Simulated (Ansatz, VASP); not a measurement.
Co: VASP beside Ansatz

```xyz
2
Lattice="2.4564 0.0000 0.0000 -1.2282 2.1273 0.0000 0.0000 0.0000 3.9694" Properties=species:S:1:pos:R:3 pbc="T T T"
Co    0.0000    1.4182    0.9924
Co    1.2282    0.7091    2.9771
```

Alike in both runs: functional PBEsol; k mesh 18 × 18 × 10; occupations gaussian, width 0.1 eV; collinear spin.

Ansatz relaxed the structure, and its values are those at the end. VASP's run is a single point on that final structure, the one shown.

```csv
,VASP,Ansatz
version,VASP 6.6.1,Ansatz 0.2.0
potentials or method,"VASP PAW PBE potentials, release 64 (Co), cutoff 520 eV","scalar-relativistic, plane waves, PAW"
valence electrons in the cell,18,34
```

|  | VASP | Ansatz | Ansatz less VASP |
| --- | --- | --- | --- |
| gap on the k mesh at the Fermi level (eV) | none | none | - |
| pressure (GPa) | -0.9 | 0.0 | +0.93 |
| net moment per atom (μB) | 1.57 | 1.57 | +0.005 |
| size of the moment on the site where the two differ most (μB) | 1.58 | 1.64 | +0.063 |

VASP's potentials were made for PBE, not for PBEsol. Site moments also hang on the region over which each program counts them. A gap of «none» marks a metal or a gap that the smearing closes. VASP's potentials hold 18 valence electrons a cell and Ansatz's 34, so a difference there can come from the potentials and not from the codes.
